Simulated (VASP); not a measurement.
A run of VASP 6.6.1 is set up as follows.

INCAR

```
SYSTEM = BN
PREC = Accurate
ENCUT = 520
EDIFF = 1E-7
ISMEAR = 0
SIGMA = 0.05
LREAL = .FALSE.
LASPH = .TRUE.
NELM = 80
ALGO = Normal
ISIF = 2
LWAVE = .FALSE.
LCHARG = .FALSE.
GGA = PE
NBANDS = 36
```

File KPOINTS:

```
Automatic mesh
0
G
  10 10 2
  0 0 0
```

File POSCAR:

```
BN
1.0
   -2.5539396017      0.0000000000      0.0000000000
   -1.2769698008     -2.2117765748      0.0000000000
    0.0000000000      0.0000000000     14.6805650000
B N
6 6
Direct
    0.6666666667      0.6666666667      0.1978379930
    0.6666666667      0.6666666667      0.4857598134
    0.6666666667      0.6666666667      0.7736816338
    0.3333333333      0.3333333333      0.0538770827
    0.3333333333      0.3333333333      0.3417989032
    0.3333333333      0.3333333333      0.6297207236
    0.6666666667      0.6666666667      0.0900262431
    0.6666666667      0.6666666667      0.3779480636
    0.6666666667      0.6666666667      0.6658698840
    0.3333333333      0.3333333333      0.8098307942
    0.3333333333      0.3333333333      0.2339871534
    0.3333333333      0.3333333333      0.5219089738
```

Potentials or basis: VASP PAW PBE potentials, release 64 (B, N).

Command:

```sh
$ cat potpaw_PBE.64/B/POTCAR potpaw_PBE.64/N/POTCAR > POTCAR
$ mpirun -np 1 vasp_std > vasp.out
```

(1) Predict the largest force.

(2) What does it give for the band gap on the k mesh?

Answers

(1) 3.626 eV/Å.

(2) zero (band 24 reaches 7.36 eV, above the bottom of band 25 at 7.08 eV).

Caveat: forces of over 1 eV/Å act on the atoms, so gaps and moduli don't describe the material at rest.
